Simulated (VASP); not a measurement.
**BN: single point with HSE06**

Crystal: BN.

```
B N
1.0
     0.00000    1.87702    1.77338
     1.87702    0.00000    1.77338
     1.87702    1.87702    0.00000
B N
1 1
Direct
  0.00000 0.00000 0.00000
  0.25000 0.25000 0.25000
```

This cell differs from its parent crystal: epitaxial xy strain +4.0%.

```json
{
 "Program": "VASP 6.6.1",
 "Task": "single point",
 "Functional": "HSE06",
 "Potentials or basis": "VASP PAW PBE potentials, release 64 (B, N)",
 "Cutoff": "520 eV",
 "k mesh": "8 × 8 × 8",
 "Occupations": "gaussian, width 0.01 eV",
 "Spin": "no spin polarisation",
 "Dipole correction": "no",
 "Grid for exact exchange (PRECFOCK)": "Normal",
 "Further INCAR settings": "ALGO = Normal; EDIFF = 1e-06; NBANDS = 11",
 "Share of exact exchange": "0.25",
 "Screening parameter": "0.2079 1/Å"
}
```

```
Pressure               : -25.3 GPa
Band gap on the k mesh : 4.77 eV (least direct gap 9.69 eV)
```

Stress tensor (GPa, compression positive):
```
-35.98   0.00   0.00
  0.00 -35.98   0.00
  0.00   0.00  -3.87
```

Levels at points of the mesh, in eV from the valence-band top:
| k point | band 1 | band 2 | band 3 | band 4 | band 5 | band 6 | band 7 | band 8 | band 9 |
| --- | --- | --- | --- | --- | --- | --- | --- | --- | --- |
| (0.00, 0.00, 0.00) | -21.78 | -0.50 | -0.50 | 0.00 | 9.69 | 10.09 | 10.09 | 10.82 | 25.32 |
| (0.50, 0.00, 0.00) | -17.53 | -11.42 | -2.74 | -1.91 | 10.24 | 11.51 | 12.66 | 16.47 | 24.28 |
| (0.50, 0.50, 0.00) | -15.71 | -9.15 | -5.85 | -5.85 | 4.77 | 9.17 | 19.28 | 19.28 | 22.63 |
| (0.50, 0.00, 0.50) | -16.34 | -10.00 | -5.10 | -5.06 | 5.70 | 10.53 | 18.64 | 19.44 | 21.46 |

It took 41 min on 1 thread of Intel Xeon 8259CL, with other jobs on the host, peak memory 0.23 GiB.

Caveat: the cell differs from its parent crystal (epitaxial xy strain +4.0%); the stress differs along the axes, from -36 to -4 GPa; the PAW data sets were made with another functional, which shifts forces and pressure a little. A k mesh can miss the band edges.
